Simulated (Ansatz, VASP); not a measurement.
# RbBr: VASP beside Ansatz

```
Rb Br
1.0
     0.00000    3.46083    3.46083
     3.46083    0.00000    3.46083
     3.46083    3.46083    0.00000
Rb Br
1 1
Direct
  0.00000 0.00000 0.00000
  0.50000 0.50000 0.50000
```

Alike in both runs: task single point; functional HSE06; k mesh 4 × 4 × 4; no spin polarisation.

```csv
,VASP,Ansatz
version,VASP 6.6.1,Ansatz 0.2.0
potentials or method,"VASP PAW PBE potentials, release 64 (Rb_sv, Br)","plane waves, PAW"
plane-wave cutoff (eV),520,420
occupations,"gaussian, width 0.01 eV",fixed
valence electrons in the cell,16,16
```

```tsv
	VASP	Ansatz	Ansatz less VASP
gap on the k mesh at the Fermi level (eV)	5.44	5.44	+0.001
pressure (GPa)	0.3	0.3	0.00
```

Ansatz's warnings: stress exchange threshold loose, stress scf threshold loose.
